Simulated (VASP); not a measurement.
Set up this calculation in VASP 6.6.1, as the native input.

- Task: single point
- Functional: PBEsol
- Potentials or basis: VASP PAW PBE potentials, release 64 (Ba_sv, Y_sv)
- Cutoff: 520 eV
- k mesh: 11 × 11 × 8
- Occupations: fermi-dirac, width 0.03 eV
- Spin: no spin polarisation
- Dipole correction: no
- Further INCAR settings: ALGO = Normal; EDIFF = 1e-06; NBANDS = 18

The structure of BaY (L10 type) lies in POSCAR:

```
BaY
1.0
    3.8531774336      0.0000000000      0.0000000000
    0.0000000000      3.8531774336      0.0000000000
    0.0000000000      0.0000000000      5.7794555925
Ba Y
1 1
Direct
    0.0000000000      0.0000000000      0.0000000000
    0.5000000000      0.5000000000      0.5000000000
```

One way to write it, as run:

INCAR

```
ALGO = Normal ; EDIFF = 1E-6
ENCUT = 520 ; GGA = PS
ISIF = 2 ; ISMEAR = -1
LASPH = T ; LCHARG = F
LREAL = F ; LWAVE = F
NBANDS = 18 ; NELM = 60
PREC = Accurate ; SIGMA = 0.03
```

KPOINTS

```
k-points
0
Gamma
  11 11 8
```

Potentials or basis: VASP PAW PBE potentials, release 64 (Ba_sv, Y_sv).

Launch:

```console
$ cat potpaw_PBE.64/Ba_sv/POTCAR potpaw_PBE.64/Y_sv/POTCAR > POTCAR
$ mpirun -np 1 vasp_std > vasp.out
```

Results of the run:

```json
{
  "Pressure": "-1.2 GPa",
  "Band gap on the k mesh": "zero (an odd number of electrons rules out a gap without spin polarisation)"
}
```

Caveat: the PAW data sets were made with another functional, which shifts forces and pressure a little; spin-orbit coupling is left out, which moves the levels of the heavy elements.

It took 3.1 min on 1 thread of AMD EPYC 7R13, on a shared host, peak memory 0.31 GiB.
